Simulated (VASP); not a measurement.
Write the native input for VASP 6.6.1 that does the following.

| Item | Value |
| --- | --- |
| Task | single point |
| Functional | PBE |
| Potentials or basis | VASP PAW PBE potentials, release 64 (Cl, Na_pv) |
| Cutoff | 520 eV |
| k mesh | 8 × 8 × 8 |
| Occupations | gaussian, width 0.018 eV |
| Spin | no spin polarisation |
| Dipole correction | no |
| Further INCAR settings | ALGO = Normal; EDIFF = 1e-06; NBANDS = 14 |

The structure of NaCl lies in POSCAR:

```
NaCl
1.0
    3.5021900000      0.0000000000      0.0000000000
    0.0000000000      3.5021900000      0.0000000000
    0.0000000000      0.0000000000      3.5021900000
Cl Na
1 1
Direct
    0.5000000000      0.5000000000      0.5000000000
    0.0000000000      0.0000000000      0.0000000000
```

These files were run (other wordings do the same):

INCAR

```
SYSTEM = NaCl
ALGO = Normal
EDIFF = 1E-6
ENCUT = 520
GGA = PE
ISIF = 2
ISMEAR = 0
LASPH = .TRUE.
LCHARG = .TRUE.
LELF = .TRUE.
LREAL = .FALSE.
LVHAR = .TRUE.
LWAVE = .FALSE.
NBANDS = 14
NELM = 80
PREC = Accurate
SIGMA = 0.018000000000000002
```

KPOINTS

```
k-points
0
G
  8 8 8
  0 0 0
```

Potentials or basis: VASP PAW PBE potentials, release 64 (Cl, Na_pv).

The run is started by

```bash
$ cat potpaw_PBE.64/Cl/POTCAR potpaw_PBE.64/Na_pv/POTCAR > POTCAR
$ mpirun -np 1 vasp_std > vasp.out
```

It gave:

```
Pressure               : 0.1 GPa
Band gap on the k mesh : 3.98 eV (least direct gap 4.47 eV)
```

Wall time 23 s on 1 thread of Intel Xeon 8259CL, with other jobs on the host, peak memory 0.16 GiB.
